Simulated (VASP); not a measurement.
# Ge: single point with PBE

The system is Ge.

```
Ge
1.0
     3.95761    0.00000    0.00000
    -1.97880    3.42739    0.00000
     0.00000    0.00000    6.59938
Ge
4
Direct
  0.66667 0.33333 0.06290
  0.33333 0.66667 0.56290
  0.66667 0.33333 0.43710
  0.33333 0.66667 0.93710
```

This cell differs from its parent crystal: equal xx and yy strain of -1 %.

- Program: VASP 6.6.1
- Task: single point
- Functional: PBE
- Potentials or basis: VASP PAW PBE potentials, release 64 (Ge_d)
- Cutoff: 520 eV
- k mesh: 11 × 11 × 6
- Occupations: fermi-dirac, width 0.05 eV
- Spin: no spin polarisation
- Dipole correction: no
- Further INCAR settings: ALGO = Normal; EDIFF = 1e-06; NBANDS = 36

The pressure is 4.4 GPa. The largest force is 0.118 eV/Å and the band gap on the k mesh is zero (filled and empty bands touch).

Forces on the atoms (eV/Å):
```
Ge   0.000  0.000  0.118
Ge   0.000  0.000  0.118
Ge   0.000  0.000 -0.118
Ge   0.000  0.000 -0.118
```

Stress tensor (GPa, compression positive):
```
5.07 0.00 0.00
0.00 5.07 0.00
0.00 0.00 3.11
```

Levels at points of the mesh, in eV from the Fermi level:
```tsv
k point	band 25	band 26	band 27	band 28	band 29	band 30	band 31	band 32
(0.00, 0.00, 0.00)	-1.56	-0.27	-0.02	0.02	0.02	0.05	2.23	2.23
(0.00, 0.00, 0.50)	-0.94	-0.94	-0.94	-0.94	0.73	0.73	3.32	3.32
```

It took 2.1 min on 1 thread of Intel(R) Xeon(R) Platinum 8488C (Sapphire Rapids) (shared host), peak memory 0.29 GiB.

Caveat: the cell differs from its parent crystal (equal xx and yy strain of -1 %); the cell stands under pressure; semilocal functionals underestimate gaps, so a narrow gap can read as zero.
